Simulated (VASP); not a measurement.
A run of VASP 6.6.1:

Contents of INCAR:

```
SYSTEM = Pd
  PREC = Accurate
  ENCUT = 520
  EDIFF = 1E-7
  ISMEAR = 0
  SIGMA = 0.1
  LREAL = .False.
  LASPH = .True.
  NELM = 80
  ALGO = Fast
  ISIF = 2
  LWAVE = .False.
  LCHARG = .True.
  GGA = PS
  LELF = .True.
  LVHAR = .True.
  NBANDS = 11
```

Contents of KPOINTS:

```
Automatic mesh
0
Gamma
  18 18 18
  0 0 0
```

POSCAR

```
Pd
1.0
    0.0000000000      1.9465000000      1.9465000000
    1.9465000000      0.0000000000      1.9465000000
    1.9465000000      1.9465000000      0.0000000000
Pd
1
Direct
    0.0000000000      0.0000000000      0.0000000000
```

Potentials or basis: VASP PAW PBE potentials, release 64 (Pd).

Launch:

```sh
$ cat potpaw_PBE.64/Pd/POTCAR > POTCAR
$ mpirun -np 1 vasp_std > vasp.out
```

Hardware: 1 thread of Intel(R) Xeon(R) 6975P-C (Granite Rapids) (shared host).

Estimate the wall time of this run.

It took 15 s on 1 thread of Intel(R) Xeon(R) 6975P-C (Granite Rapids), on a shared host, peak memory 0.15 GiB. Counts: scf iterations 13, k points 195.
